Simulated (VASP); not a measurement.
Input of a VASP 6.6.1 run:

File INCAR:

```
SYSTEM = Ag
ALGO = Normal
EDIFF = 1E-6
ENCUT = 520
GGA = PE
ISIF = 2
ISMEAR = -1
LASPH = .TRUE.
LCHARG = .TRUE.
LELF = .TRUE.
LREAL = .FALSE.
LVHAR = .TRUE.
LWAVE = .FALSE.
NBANDS = 30
NELM = 60
PREC = Accurate
SIGMA = 0.08
```

KPOINTS

```
k-points
0
G
  14 14 4
  0 0 0
```

The input POSCAR:

```
Ag
1.0
    2.9241795655      0.0000000000      0.0000000000
   -1.4620897828      2.5324137891      0.0000000000
    0.0000000000      0.0000000000     10.1315940382
Ag
4
Direct
    0.3333333333      0.6666666667      0.2500000000
    0.6666666667      0.3333333333      0.7500000000
    0.0000000000      0.0000000000      0.0000000000
    0.0000000000      0.0000000000      0.5000000000
```

Potentials or basis: VASP PAW PBE potentials, release 64 (Ag).

The run is started by

```console
$ cat potpaw_PBE.64/Ag/POTCAR > POTCAR
$ mpirun -np 1 vasp_std > vasp.out
```

Q: What does it give for the band gap on the k mesh?

A: Zero (bands 22 and 23 overlap by 6.01 eV).

Q: Estimate the pressure.

A: -3.5 GPa.

Stress tensor (GPa, compression positive):
```
-2.18  0.00  0.00
 0.00 -2.18  0.00
 0.00  0.00 -6.16
```

Caveat: the cell stands under tension.
